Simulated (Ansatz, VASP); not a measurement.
# SnS3: VASP beside Ansatz

INCAR

```
ALGO = Normal ; EDIFF = 1E-6
ENCUT = 520 ; GGA = PE
ISIF = 2 ; ISMEAR = 0
LASPH = True ; LCHARG = False
LREAL = False ; LWAVE = False
NBANDS = 42 ; NELM = 80
PREC = Accurate ; SIGMA = 0.1
```

Contents of KPOINTS:

```
k-points
0
Gamma
  4 4 4
```

POSCAR

```
SnS3
1.0
   -4.8160120000      4.8160120000      2.6290052400
    4.8160120000     -4.8160120000      2.6290052400
    4.8160120000      4.8160120000     -2.6290052400
Sn S
2 6
Direct
    0.0000000000      0.0000000000      0.0000000000
    0.7500000000      0.2500000000      0.5000000000
    0.5000000000      0.5000000000      0.0000000000
    0.8750000000      0.6250000000      0.7500000000
    0.8750000000      0.1250000000      0.2500000000
    0.8750000000      0.1250000000      0.7500000000
    0.3750000000      0.1250000000      0.2500000000
    0.2500000000      0.7500000000      0.5000000000
```

Input for Ansatz:

```yaml
crystal:
  lattice:
    - [-4.816012, 4.816012, 2.62900524]
    - [4.816012, -4.816012, 2.62900524]
    - [4.816012, 4.816012, -2.62900524]
  atoms:
    - { symbol: Sn, position: [0.0, 0.0, 0.0] }
    - { symbol: Sn, position: [0.75, 0.25, 0.5] }
    - { symbol: S, position: [0.5, 0.5, 0.0] }
    - { symbol: S, position: [0.875, 0.625, 0.75] }
    - { symbol: S, position: [0.875, 0.125, 0.25] }
    - { symbol: S, position: [0.875, 0.125, 0.75] }
    - { symbol: S, position: [0.375, 0.125, 0.25] }
    - { symbol: S, position: [0.25, 0.75, 0.5] }
basis:
  ecutwfc: 420
kpoints:
  mp_grid: { grid: [4, 4, 4] }
hamiltonian:
  xc: pbe
scf:
  occupations: { method: gaussian, width: 0.1 }
  lower_state_search: "off"
output:
  forces: true
  stress: true
  eigenvalues: true
```

Alike in both runs: task single point; functional PBE; k mesh 4 × 4 × 4; occupations gaussian, width 0.1 eV; no spin polarisation.

|  | VASP | Ansatz |
| --- | --- | --- |
| version | VASP 6.6.1 | Ansatz 0.2.0 |
| potentials or method | VASP PAW PBE potentials, release 64 (Sn_d, S), cutoff 520 eV | scalar-relativistic, plane waves, PAW |
| valence electrons in the cell | 64 | 64 |

|  | VASP | Ansatz | Ansatz less VASP |
| --- | --- | --- | --- |
| gap on the k mesh at the Fermi level (eV) | none | none | - |
| pressure (GPa) | 1.1 | 1.2 | +0.07 |
| traceless stress, the component that is largest in VASP (GPa) | -1.26 | -1.29 | -0.022 |

A gap of «none» marks a metal or a gap that the smearing closes. The functional is the same, so the differences come from potentials, cutoffs and numerics.
